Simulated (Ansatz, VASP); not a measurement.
**One calculation of ScAlN2, two programs**

```
Sc Al N
1.0
     3.00987    0.00000    0.00000
    -1.50494    2.60662    0.00000
     0.00000    0.00000    5.21216
Sc Al N
1 1 2
Direct
  0.00000 0.00000 0.00000
  0.00000 0.00000 0.50000
  0.33333 0.66667 0.27062
  0.66667 0.33333 0.72938
```

Change from the starting cell: species swapped into the LiVS2 type (P-3m1, No. 164).

Alike in both runs: functional PBE; k mesh 12 × 12 × 6; occupations gaussian, width 0.02 eV; no spin polarisation.

Ansatz relaxed the structure, and its values are those at the end. VASP's run is a single point on that final structure, the one shown.

```csv
,VASP,Ansatz
version,VASP 6.6.1,Ansatz 0.2.0
potentials or method,"VASP PAW PBE potentials, release 64 (Sc_sv, Al, N), cutoff 520 eV","scalar-relativistic, plane waves, PAW"
valence electrons in the cell,24,24
```

|  | VASP | Ansatz | Ansatz less VASP |
| --- | --- | --- | --- |
| gap on the k mesh at the Fermi level (eV) | 0.91 | 0.93 | +0.015 |
| least direct gap on the mesh (eV) | 1.70 | 1.72 | +0.017 |
| pressure (GPa) | 0.5 | 0.0 | -0.53 |
| rms of the force components (eV/Å) | 0.028 | 0.000 | -0.0280 |
